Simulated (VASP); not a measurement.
**Sb: single point with PBE**

The system is Sb.

```
Sb
1.0
     2.13253    1.23122    3.71254
    -2.13253    1.23122    3.71254
     0.00000   -2.46243    3.71254
Sb
2
Cartesian
  0.0000 0.0000 2.6022
  0.0000 0.0000 8.5354
```

This cell differs from its parent crystal: volume scaled by 0.975.

```yaml
Program: VASP 6.6.1
Task: single point
Functional: PBE
Potentials_or_basis: VASP PAW PBE potentials, release 64 (Sb)
Cutoff: 520 eV
k_mesh: 9 × 9 × 9
Occupations: fermi-dirac, width 0.05 eV
Spin: no spin polarisation
Dipole_correction: no
Further_INCAR_settings: ALGO = Normal; EDIFF = 1e-06; NBANDS = 12
```

| Property | Result |
| --- | --- |
| Pressure | 4.9 GPa |
| Largest force | 0.390 eV/Å |

Forces on the atoms (eV/Å):
```
Sb   0.000  0.000  0.390
Sb   0.000  0.000 -0.390
```

Stress tensor (GPa, compression positive):
```
5.23 0.00 0.00
0.00 5.23 0.00
0.00 0.00 4.38
```

Levels at points of the mesh, in eV from the Fermi level:
```
           k point  band 2  band 3  band 4  band 5  band 6  band 7  band 8  band 9
(0.00, 0.00, 0.00)   -4.64   -2.16   -1.90   -1.90    2.06    2.72    2.72    5.02
```

It took 93 s on 1 thread of AMD EPYC 7R13, with other jobs on the host, peak memory 0.2 GiB.

Caveat: spin-orbit coupling is left out, which moves the levels of the heavy elements.
